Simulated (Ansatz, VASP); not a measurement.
**Rh in VASP and in Ansatz**

```
Rh
1.0
     0.00000    1.93007    1.90155
     1.90155    0.00000    1.90155
     1.90155    1.93007    0.00000
Rh
1
Direct
  0.00000 0.00000 0.00000
```

Change from the starting cell: strain +0.0150 x Voigt [0, 1, 0, 0, 0, 0], atoms carried along.

Alike in both runs: task single point; functional PBEsol; k mesh 22 × 22 × 22; occupations gaussian, width 0.15 eV; no spin polarisation.

|  | VASP | Ansatz |
| --- | --- | --- |
| version | VASP 6.6.1 | Ansatz 0.2.0 |
| potentials or method | VASP PAW PBE potentials, release 64 (Rh_pv), cutoff 520 eV | scalar-relativistic, plane waves, PAW |
| valence electrons in the cell | 15 | 17 |

Ansatz gave:

- gap on the k mesh at the Fermi level (eV): none
- pressure (GPa): -8.9
- traceless stress, the component that is largest in VASP (GPa): -2.38

Estimate VASP's values.

gap on the k mesh at the Fermi level (eV): none; pressure (GPa): -9.0; traceless stress, the component that is largest in VASP (GPa): -2.37.

VASP's potentials were made for PBE, not for PBEsol. A gap of «none» marks a metal or a gap that the smearing closes. VASP's potentials hold 15 valence electrons a cell and Ansatz's 17, so a difference there can come from the potentials and not from the codes.
